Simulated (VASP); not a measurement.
**In3As3H2 (buck sheet): single point with PBE**

The system is In3As3H2 (buck sheet), a wire with vacuum.

```
In As H
1.0
    21.00000    0.00000    0.00000
     0.00000   10.00000    0.00000
     0.00000    0.00000    4.35975
In As H
3 3 2
Direct
  0.34511 0.46690 0.50000
  0.52490 0.46690 0.00000
  0.70469 0.46690 0.50000
  0.28518 0.53310 0.00000
  0.46497 0.53310 0.50000
  0.64476 0.53310 0.00000
  0.78483 0.51116 0.50000
  0.21517 0.49444 0.00000
```

| Property | Result |
| --- | --- |
| Program | VASP 6.6.1 |
| Task | single point |
| Functional | PBE |
| Potentials or basis | VASP PAW PBE potentials, release 64 (In_d, As, H) |
| Cutoff | 520 eV |
| k mesh | 1 × 1 × 13 |
| Occupations | gaussian, width 0.05 eV |
| Spin | no spin polarisation |
| Dipole correction | no |
| Further INCAR settings | ALGO = Normal; EDIFF = 1e-07; NBANDS = 38 |

```json
{
  "Largest force": "0.757 eV/Å",
  "Band gap on the k mesh": "1.39 eV, indirect (least direct gap 1.60 eV)"
}
```

Forces in eV/Å, atoms in the order of the input:
```
In  -0.294 -0.222  0.000
In  -0.023  0.008  0.000
In  -0.150  0.460  0.000
As   0.421  0.629  0.000
As  -0.048  0.062  0.000
As  -0.024 -0.213  0.000
H    0.168 -0.269  0.000
H   -0.050 -0.455  0.000
```

Levels at points of the mesh, in eV from the valence-band top:
| k point | band 26 | band 27 | band 28 | band 29 | band 30 | band 31 |
| --- | --- | --- | --- | --- | --- | --- |
| (0.00, 0.00, 0.00) | -0.66 | -0.56 | -0.22 | 1.39 | 1.87 | 2.12 |

It took 8.2 min on 1 thread of Intel(R) Xeon(R) Platinum 8375C CPU @ 2.90GHz (Ice Lake), on a shared host, peak memory 0.91 GiB.

Caveat: spin-orbit coupling is left out, which moves the levels of the heavy elements.
